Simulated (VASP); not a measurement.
# Hf3Si2 (P4/mbm) in VASP: notebook

Hf3Si2 is run at these levels: LDA; tasks: single point.

Everything below comes from runs of VASP 6.6.1. Logs are shortened: lines on timing, memory, paths and dates and some standing lists are left out, and cuts for length are marked.

## (1) The cell of the first run

The structure is tetragonal, space group P4/mbm (No. 127). The conventional cell has a = 6.990 Å, b = 6.990 Å, c = 3.663 Å, α = 90.00°, β = 90.00°, γ = 90.00°. Within 3.6 Å of Hf (site symmetry m2m) lie 6 Si at 2.72 to 2.79 Å and 5 Hf at 3.17 to 3.42 Å. Within 3.6 Å of Hf (site symmetry 4/m) lie 4 Si at 2.77 Å and 8 Hf at 3.17 Å. Si (site symmetry m2m) has 1 Si at 2.44 Å and 8 Hf at 2.72 to 2.79 Å within 3.2 Å.

## (2) Single point, LDA

File INCAR:

```
SYSTEM = Hf3Si2
  PREC = Accurate
  ENCUT = 520
  EDIFF = 1E-6
  ISMEAR = 0
  SIGMA = 0.1
  LREAL = .False.
  LASPH = .True.
  NELM = 80
  ALGO = Fast
  ISIF = 2
  LWAVE = .False.
  LCHARG = .True.
  GGA = CA
  LELF = .True.
  LVHAR = .True.
  NBANDS = 49
```

File KPOINTS:

```
regular mesh
0
Gamma
  4 4 6
  0 0 0
```

File POSCAR:

```
Hf3Si2
1.0
    6.9898519100      0.0000000000      0.0000000000
    0.0000000000      6.9898519100      0.0000000000
    0.0000000000      0.0000000000      3.6632840200
Hf Si
6 4
Direct
    0.6732293300      0.8267706700      0.5000000000
    0.8267706700      0.3267706700      0.5000000000
    0.3267706700      0.1732293300      0.5000000000
    0.1732293300      0.6732293300      0.5000000000
    0.5000000000      0.5000000000      0.0000000000
    0.0000000000      0.0000000000      0.0000000000
    0.6236027500      0.1236027500      0.0000000000
    0.8763972500      0.6236027500      0.0000000000
    0.1236027500      0.3763972500      0.0000000000
    0.3763972500      0.8763972500      0.0000000000
```

Potentials or basis: VASP PAW LDA potentials, release 64 (Hf_pv, Si).

Command:

```console
$ cat potpaw_LDA.64/Hf_pv/POTCAR potpaw_LDA.64/Si/POTCAR > POTCAR
$ mpirun -np 1 vasp_std > vasp.out
```

OUTCAR:

```text
SYSTEM = Hf3Si2
   PREC = Accurate
   ENCUT = 520
   EDIFF = 1E-6
   ISMEAR = 0
   LREAL = .False.
   LASPH = .True.
   NELM = 80
   ISIF = 2
   GGA = CA

 ion  position               nearest neighbor table
   1  0.673  0.827  0.500-   8 2.72   8 2.72  10 2.79   7 2.79   7 2.79  10 2.79   6 3.17   6 3.17
                             5 3.17   5 3.17   3 3.42   2 3.66   4 3.66   2 3.66   4 3.66
   2  0.827  0.327  0.500-   7 2.72   7 2.72   9 2.79   8 2.79   8 2.79   9 2.79   6 3.17   6 3.17
                             5 3.17   5 3.17   4 3.42   3 3.66   1 3.66   1 3.66   3 3.66
   3  0.327  0.173  0.500-   9 2.72   9 2.72  10 2.79   7 2.79   7 2.79  10 2.79   6 3.17   6 3.17
                             5 3.17   5 3.17   1 3.42   2 3.66   4 3.66   4 3.66   2 3.66
   4  0.173  0.673  0.500-  10 2.72  10 2.72   8 2.79   8 2.79   9 2.79   9 2.79   6 3.17   6 3.17
                             5 3.17   5 3.17   2 3.42   1 3.66   3 3.66   3 3.66   1 3.66
   5  0.500  0.500  0.000-   7 2.77   8 2.77   9 2.77  10 2.77   1 3.17   2 3.17   3 3.17   4 3.17
                             1 3.17   2 3.17   3 3.17   4 3.17
   6  0.000  0.000  0.000-   7 2.77   8 2.77   9 2.77  10 2.77   1 3.17   2 3.17   3 3.17   4 3.17
                             1 3.17   2 3.17   3 3.17   4 3.17
   7  0.624  0.124  0.000-  10 2.44   2 2.72   2 2.72   5 2.77   6 2.77   1 2.79   1 2.79   3 2.79
                             3 2.79
   8  0.876  0.624  0.000-   9 2.44   1 2.72   1 2.72   5 2.77   6 2.77   2 2.79   4 2.79   2 2.79
                             4 2.79
   9  0.124  0.376  0.000-   8 2.44   3 2.72   3 2.72   5 2.77   6 2.77   2 2.79   2 2.79   4 2.79
                             4 2.79
  10  0.376  0.876  0.000-   7 2.44   4 2.72   4 2.72   5 2.77   6 2.77   3 2.79   1 2.79   3 2.79
                             1 2.79

  LATTYP: Found a simple tetragonal cell.
 ALAT       =     6.9898519100
 C/A-ratio  =     0.5240860704

  Lattice vectors:

 A1 = (   6.9898519100,   0.0000000000,   0.0000000000)
 A2 = (   0.0000000000,   6.9898519100,   0.0000000000)
 A3 = (   0.0000000000,   0.0000000000,   3.6632840200)

Analysis of symmetry for initial positions (statically):
=====================================================================
 Subroutine PRICEL returns:
 Original cell was already a primitive cell.

 Routine SETGRP: Setting up the symmetry group for a
 simple tetragonal supercell.

 Subroutine GETGRP returns: Found 16 space group operations
 (whereof  8 operations were pure point group operations)
 out of a pool of 16 trial point group operations.

The static configuration has the point symmetry C_4h.
 The point group associated with its full space group is D_4h.

Analysis of symmetry for dynamics (positions and initial velocities):
=====================================================================
 Subroutine PRICEL returns:
 Original cell was already a primitive cell.

 Routine SETGRP: Setting up the symmetry group for a
 simple tetragonal supercell.

 Subroutine GETGRP returns: Found 16 space group operations
 (whereof  8 operations were pure point group operations)
 out of a pool of 16 trial point group operations.

The dynamic configuration has the point symmetry C_4h.
 The point group associated with its full space group is D_4h.

 Subroutine INISYM returns: Found 16 space group operations
 (whereof  8 operations are pure point group operations),
 and found     1 'primitive' translations

----------------------------------------------------------------------------------------

                                     Primitive cell

  volume of cell :     178.9808

  direct lattice vectors                    reciprocal lattice vectors
     6.989851910  0.000000000  0.000000000     0.143064547  0.000000000  0.000000000
     0.000000000  6.989851910  0.000000000     0.000000000  0.143064547  0.000000000
     0.000000000  0.000000000  3.663284020     0.000000000  0.000000000  0.272979107

  length of vectors
     6.989851910  6.989851910  3.663284020     0.143064547  0.143064547  0.272979107

  position of ions in fractional coordinates (direct lattice)
     0.673229330  0.826770670  0.500000000
     0.826770670  0.326770670  0.500000000
     0.326770670  0.173229330  0.500000000
     0.173229330  0.673229330  0.500000000
     0.500000000  0.500000000  0.000000000
     0.000000000  0.000000000  0.000000000
     0.623602750  0.123602750  0.000000000
     0.876397250  0.623602750  0.000000000
     0.123602750  0.376397250  0.000000000
     0.376397250  0.876397250  0.000000000

  ion indices of the primitive-cell ions
   primitive index   ion index
                 1           1
                 2           2
                 3           3
                 4           4
                 5           5
                 6           6
                 7           7
                 8           8
                 9           9
                10          10

[... 78 lines left out ...]
   LEPSILON=     F    determine dielectric tensor
   LRPA    =     F    only Hartree local field effects (RPA)
 non-spin polarized calculation
 RMM-DIIS sequential band-by-band and
 Gauss-broadening in eV      SIGMA  =   0.10
  energy-cutoff  :      520.00
  volume of cell :      178.98
 maximum number of plane-waves:      4852
 NGX is ok and might be reduce to    54
   NGX = 25   NGY = 25   NGZ = 13

 number of electron      75.9999999 magnetization

 Free energy of the ion-electron system (eV)
  ---------------------------------------------------
  ext. energy  EPLUGINS =         0.00000000
  ---------------------------------------------------
  free energy    TOTEN  =       -96.55439762 eV

  energy without entropy =      -96.49784847  energy(sigma->0) =      -96.52612304

 E-fermi :   6.4322     XC(G=0): -11.7072

 val. band max:        6.4259633673   @ k =   0.2500   0.2500   0.3333
 cond. band min:       6.4339031941   @ k =   0.2500   0.2500   0.1667
 fundamental gap:      0.0079398267
 Fermi energy:         6.4321760857

 k-point     1 :       0.0000    0.0000    0.0000
  band No.  band energies     occupation
      1     -23.7957      2.00000
      2     -23.7957      2.00000
      3     -23.7754      2.00000
      4     -23.6917      2.00000
      5     -23.6597      2.00000
      6     -23.6061      2.00000
[... 41 lines left out ...]
     48       9.5286      0.00000
     49       9.5537      0.00000

 k-point     2 :       0.2500    0.0000    0.0000
  band No.  band energies     occupation
      1     -23.8044      2.00000
      2     -23.7833      2.00000
      3     -23.7230      2.00000
      4     -23.6898      2.00000
      5     -23.6806      2.00000
      6     -23.6408      2.00000
[... 41 lines left out ...]
     48       9.5885      0.00000
     49       9.8340      0.00000

 k-point     3 :       0.5000    0.0000    0.0000
  band No.  band energies     occupation
      1     -23.7803      2.00000
      2     -23.7803      2.00000
      3     -23.7083      2.00000
      4     -23.7083      2.00000
      5     -23.6517      2.00000
      6     -23.6517      2.00000
[... 41 lines left out ...]
     48       9.2822      0.00000
     49       9.6928      0.00000

 k-point     4 :       0.2500    0.2500    0.0000
  band No.  band energies     occupation
      1     -23.7931      2.00000
      2     -23.7767      2.00000
      3     -23.7262      2.00000
      4     -23.6917      2.00000
      5     -23.6710      2.00000
      6     -23.6531      2.00000
[... 977 lines left out ...]
     48      10.3373      0.00000
     49      10.4976      0.00000

 k-point    23 :       0.5000    0.2500    0.5000
  band No.  band energies     occupation
      1     -23.8564      2.00000
      2     -23.8564      2.00000
      3     -23.7514      2.00000
      4     -23.7514      2.00000
      5     -23.7388      2.00000
      6     -23.7388      2.00000
[... 41 lines left out ...]
     48      10.2729      0.00000
     49      10.9160      0.00000

 k-point    24 :       0.5000    0.5000    0.5000
  band No.  band energies     occupation
      1     -23.8731      2.00000
      2     -23.8731      2.00000
      3     -23.7222      2.00000
      4     -23.7222      2.00000
      5     -23.7169      2.00000
      6     -23.7169      2.00000
[... 41 lines left out ...]
     48      10.5497      0.00000
     49      10.5568      0.00000

------------------------ aborting loop because EDIFF is reached ----------------------------------------

  FORCE on cell =-STRESS in cart. coord.  units (eV):
  Direction    XX          YY          ZZ          XY          YZ          ZX
  --------------------------------------------------------------------------------------
  -------------------------------------------------------------------------------------
  Total       -6.5843672     -6.5843672     -7.2728507      0.0000000     -0.0000000      0.0000000
  in kB      -58.9410797    -58.9410797    -65.1041561      0.0000000     -0.0000000      0.0000000
  external PRESSURE =     -60.9954385 kB  Pullay stress =       0.0000000 kB

 VOLUME and BASIS-vectors are now :
 -----------------------------------------------------------------------------
  energy-cutoff  :      520.00
  volume of cell :      178.98
      direct lattice vectors                 reciprocal lattice vectors
     6.989851910  0.000000000  0.000000000     0.143064547  0.000000000  0.000000000
     0.000000000  6.989851910  0.000000000     0.000000000  0.143064547  0.000000000
     0.000000000  0.000000000  3.663284020     0.000000000  0.000000000  0.272979107

 POSITION                                       TOTAL-FORCE (eV/Angst)
 -----------------------------------------------------------------------------------
      4.70577      5.77900      1.83164         0.048893     -0.048893      0.000000
      5.77900      2.28408      1.83164        -0.048893     -0.048893      0.000000
      2.28408      1.21085      1.83164        -0.048893      0.048893     -0.000000
      1.21085      4.70577      1.83164         0.048893      0.048893     -0.000000
      3.49493      3.49493      0.00000         0.000000     -0.000000     -0.000000
      0.00000      0.00000      0.00000         0.000000     -0.000000     -0.000000
      4.35889      0.86396      0.00000         0.052475      0.052475     -0.000000
      6.12589      4.35889      0.00000        -0.052475      0.052475      0.000000
      0.86396      2.63096      0.00000         0.052475     -0.052475     -0.000000
      2.63096      6.12589      0.00000        -0.052475     -0.052475     -0.000000
 -----------------------------------------------------------------------------------
    total drift:                               -0.000000      0.000000     -0.000000

  FREE ENERGIE OF THE ION-ELECTRON SYSTEM (eV)
  ---------------------------------------------------
  free  energy   TOTEN  =       -96.5543976233 eV

  energy  without entropy=      -96.4978484659  energy(sigma->0) =      -96.52612304
```

Wall time 8.3 min (1 thread of Oxide Virtual Turin-like, shared host); peak memory 0.27 GiB.

What came out:

```yaml
Free_energy: -96.5544 eV
Pressure: -6.1 GPa
Largest_force: 0.074 eV/Å
Band_gap_on_the_k_mesh: zero (band 38 reaches 6.99 eV, above the bottom of band 39 at 5.83 eV)
```

Forces on the atoms (eV/Å):
```
Hf   0.049 -0.049  0.000
Hf  -0.049 -0.049  0.000
Hf  -0.049  0.049  0.000
Hf   0.049  0.049  0.000
Hf   0.000  0.000  0.000
Hf   0.000  0.000  0.000
Si   0.052  0.052  0.000
Si  -0.052  0.052  0.000
Si   0.052 -0.052  0.000
Si  -0.052 -0.052  0.000
```

Stress tensor (GPa, compression positive):
```
-5.89  0.00  0.00
 0.00 -5.89  0.00
 0.00  0.00 -6.51
```

Levels at points of the mesh, in eV from the Fermi level:
```
           k point  band 35  band 36  band 37  band 38  band 39  band 40  band 41  band 42
(0.00, 0.00, 0.00)    -0.55    -0.41    -0.24    -0.17     1.05     1.18     1.49     1.49
(0.50, 0.00, 0.00)    -0.33    -0.33     0.51     0.51     0.93     0.93     1.50     1.50
(0.50, 0.50, 0.00)    -0.31    -0.31    -0.08    -0.08     0.16     0.16     1.29     1.29
(0.00, 0.00, 0.50)    -0.64    -0.06     0.18     0.21     0.21     0.53     0.70     0.87
(0.50, 0.00, 0.50)    -0.93    -0.93    -0.43    -0.43    -0.02    -0.02     2.01     2.01
(0.50, 0.50, 0.50)    -1.14    -1.14    -0.61    -0.61    -0.60    -0.60     2.08     2.08
```

Caveat: spin-orbit coupling is left out, which moves the levels of the heavy elements.

## (3) Single point, LDA

This run uses another cell than the first one, of 17.10 Å³/atom, 0.956 times its volume.

File INCAR:

```
PREC = Accurate
ENCUT = 520
EDIFF = 1E-6
ISMEAR = 0
SIGMA = 0.1
LREAL = F
LASPH = T
NELM = 60
ALGO = Fast
ISIF = 2
LWAVE = F
LCHARG = F
NBANDS = 49
```

File KPOINTS:

```
regular mesh
0
Gamma
  6 6 10
```

File POSCAR:

```
Hf3Si2
1.0
    6.9227629828      0.0000000000      0.0000000000
    0.0000000000      6.9227629828      0.0000000000
    0.0000000000      0.0000000000      3.5690173352
Hf Si
6 4
Direct
    0.6742765884      0.8257234116      0.5000000000
    0.8257234116      0.3257234116      0.5000000000
    0.3257234116      0.1742765884      0.5000000000
    0.1742765884      0.6742765884      0.5000000000
    0.5000000000      0.5000000000      0.0000000000
    0.0000000000      0.0000000000      0.0000000000
    0.6236534529      0.1236534529      0.0000000000
    0.8763465471      0.6236534529      0.0000000000
    0.1236534529      0.3763465471      0.0000000000
    0.3763465471      0.8763465471      0.0000000000
```

Potentials or basis: VASP PAW LDA potentials, release 64 (Hf_pv, Si).

Command:

```console
$ cat potpaw_LDA.64/Hf_pv/POTCAR potpaw_LDA.64/Si/POTCAR > POTCAR
$ mpirun -np 1 vasp_std > vasp.out
```

It took 17 min on 1 thread of Oxide Virtual Turin-like, shared host; peak memory 0.43 GiB.

It converged, with:

```
Free energy            : -96.7512 eV
Pressure               : 0.5 GPa
Largest force          : 0.017 eV/Å
Band gap on the k mesh : zero (band 38 reaches 7.49 eV, above the bottom of band 39 at 6.13 eV)
```

Forces on the atoms (eV/Å):
```
Hf   0.004 -0.004  0.000
Hf  -0.004 -0.004  0.000
Hf  -0.004  0.004  0.000
Hf   0.004  0.004  0.000
Hf   0.000  0.000  0.000
Hf   0.000  0.000  0.000
Si  -0.012 -0.012  0.000
Si   0.012 -0.012  0.000
Si  -0.012  0.012  0.000
Si   0.012  0.012  0.000
```

Levels at points of the mesh, in eV from the Fermi level:
```
           k point  band 34  band 35  band 36  band 37  band 38  band 39  band 40  band 41  band 42  band 43
(0.00, 0.00, 0.00)    -0.65    -0.65    -0.48    -0.27     0.04     1.07     1.32     1.62     1.62     1.96
(0.50, 0.00, 0.00)    -1.34    -0.20    -0.20     0.60     0.60     0.91     0.91     1.58     1.58     1.90
(0.50, 0.50, 0.00)    -0.99    -0.19    -0.19    -0.13    -0.13     0.22     0.22     1.33     1.33     2.21
(0.00, 0.00, 0.50)    -1.34    -0.62    -0.14     0.13     0.13     0.18     0.61     0.69     0.84     0.84
(0.50, 0.00, 0.50)    -1.53    -1.00    -1.00    -0.51    -0.51     0.04     0.04     2.04     2.04     2.86
(0.50, 0.50, 0.50)    -1.38    -1.12    -1.12    -0.69    -0.69    -0.69    -0.69     2.11     2.11     3.91
```

Caveat: spin-orbit coupling is left out, which moves the levels of the heavy elements.

## (4) Single point, LDA

This run uses another cell than the first one, of 17.13 Å³/atom, 0.957 times its volume.

File INCAR:

```
ALGO = Fast
EDIFF = 1E-6
ENCUT = 520
ISIF = 2
ISMEAR = -1
LASPH = T
LCHARG = F
LREAL = F
LWAVE = F
NBANDS = 49
NELM = 100
PREC = Accurate
SIGMA = 0.15
```

File KPOINTS:

```
k-points
0
Gamma
  6 6 10
```

File POSCAR:

```
Hf3Si2
1.0
    6.9188800553      0.0000000000      0.0000000000
    0.0000000000      6.9188800553      0.0000000000
    0.0000000000      0.0000000000      3.5785555533
Hf Si
6 4
Direct
    0.6739816089      0.8260183911      0.5000000000
    0.8260183911      0.3260183911      0.5000000000
    0.3260183911      0.1739816089      0.5000000000
    0.1739816089      0.6739816089      0.5000000000
    0.5000000000      0.5000000000      0.0000000000
    0.0000000000      0.0000000000      0.0000000000
    0.6237310724      0.1237310724      0.0000000000
    0.8762689276      0.6237310724      0.0000000000
    0.1237310724      0.3762689276      0.0000000000
    0.3762689276      0.8762689276      0.0000000000
```

Command:

```console
$ cat potpaw_LDA.64/Hf_pv/POTCAR potpaw_LDA.64/Si/POTCAR > POTCAR
$ mpirun -np 1 vasp_std > vasp.out
```

Run time: 16 min. Hardware: 1 thread of Oxide Virtual Turin-like, shared host; peak memory 0.44 GiB.

The run converged. Its results:

| Property | Result |
| --- | --- |
| Free energy | -96.9730 eV |
| Pressure | 0.5 GPa |
| Largest force | 0.019 eV/Å |
| Band gap on the k mesh | zero (band 38 reaches 7.45 eV, above the bottom of band 39 at 6.12 eV) |

Forces on the atoms (eV/Å):
```
Hf   0.004 -0.004  0.000
Hf  -0.004 -0.004  0.000
Hf  -0.004  0.004  0.000
Hf   0.004  0.004  0.000
Hf   0.000  0.000  0.000
Hf   0.000  0.000  0.000
Si  -0.014 -0.014  0.000
Si   0.014 -0.014  0.000
Si  -0.014  0.014  0.000
Si   0.014  0.014  0.000
```

Levels at points of the mesh, in eV from the Fermi level:
| k point | band 34 | band 35 | band 36 | band 37 | band 38 | band 39 | band 40 | band 41 | band 42 | band 43 |
| --- | --- | --- | --- | --- | --- | --- | --- | --- | --- | --- |
| (0.00, 0.00, 0.00) | -0.68 | -0.68 | -0.53 | -0.31 | -0.03 | 1.03 | 1.26 | 1.55 | 1.55 | 1.90 |
| (0.50, 0.00, 0.00) | -1.36 | -0.26 | -0.26 | 0.54 | 0.54 | 0.88 | 0.88 | 1.54 | 1.54 | 1.85 |
| (0.50, 0.50, 0.00) | -1.03 | -0.25 | -0.25 | -0.17 | -0.17 | 0.16 | 0.16 | 1.28 | 1.28 | 2.17 |
| (0.00, 0.00, 0.50) | -1.38 | -0.67 | -0.18 | 0.11 | 0.11 | 0.14 | 0.59 | 0.63 | 0.80 | 0.80 |
| (0.50, 0.00, 0.50) | -1.57 | -1.03 | -1.03 | -0.55 | -0.55 | -0.01 | -0.01 | 2.00 | 2.00 | 2.83 |
| (0.50, 0.50, 0.50) | -1.42 | -1.17 | -1.17 | -0.72 | -0.72 | -0.72 | -0.72 | 2.09 | 2.09 | 3.85 |

Caveat: spin-orbit coupling is left out, which moves the levels of the heavy elements.

## (5) Overview

```tsv
cell	k mesh	smearing	gap on the mesh (eV)	pressure (GPa)	largest force (eV/Å)
a = 6.990, b = 6.990, c = 3.663 Å, 10 atoms	4 × 4 × 6	gaussian 0.1 eV	none	-6.1	0.07
a = 6.923, b = 6.923, c = 3.569 Å, 10 atoms	6 × 6 × 10	gaussian 0.1 eV	none	0.5	0.02
a = 6.919, b = 6.919, c = 3.579 Å, 10 atoms	6 × 6 × 10	fermi-dirac 0.15 eV	none	0.5	0.02
```

Alike in all rows: task single point; level LDA; potentials or basis VASP PAW LDA potentials, release 64 (Hf_pv, Si); no spin polarisation; cutoff (eV) 520.

Caveats: spin-orbit coupling is left out, which moves the levels of the heavy elements.

Absolute energies hang on the potentials; compare differences alone.
